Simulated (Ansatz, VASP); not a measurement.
SrO: VASP beside Ansatz

```
CELL_PARAMETERS angstrom
0.00000 2.56980 2.56980
2.56980 0.00000 2.56980
2.56980 2.56980 0.00000
ATOMIC_POSITIONS crystal
Sr 0.00973 0.00973 0.99027
O 0.50000 0.50000 0.50000
```

Change from the starting cell: all Sr atoms moved -0.050 Å, as atom 1 towards its neighbour atom 2 (O) at 2.570 Å.

Alike in both runs: task single point; functional PBE; k mesh 8 × 8 × 8; occupations gaussian, width 0.05 eV; no spin polarisation.

|  | VASP | Ansatz |
| --- | --- | --- |
| version | VASP 6.6.1 | Ansatz 0.2.0 |
| potentials or method | VASP PAW PBE potentials, release 64 (Sr_sv, O), cutoff 520 eV | scalar-relativistic, plane waves, PAW |
| valence electrons in the cell | 16 | 16 |

|  | VASP | Ansatz | Ansatz less VASP |
| --- | --- | --- | --- |
| gap on the k mesh at the Fermi level (eV) | 3.27 | 3.32 | +0.049 |
| least direct gap on the mesh (eV) | 3.35 | 3.39 | +0.038 |
| pressure (GPa) | 3.6 | 3.0 | -0.59 |
| traceless stress, the component that is largest in VASP (GPa) | 0.20 | 0.18 | -0.012 |
| rms of the force components (eV/Å) | 0.068 | 0.064 | -0.0043 |

Atom by atom the forces differ by 0.004 eV/Å (rms over components). The functional is the same, so the differences come from potentials, cutoffs and numerics.
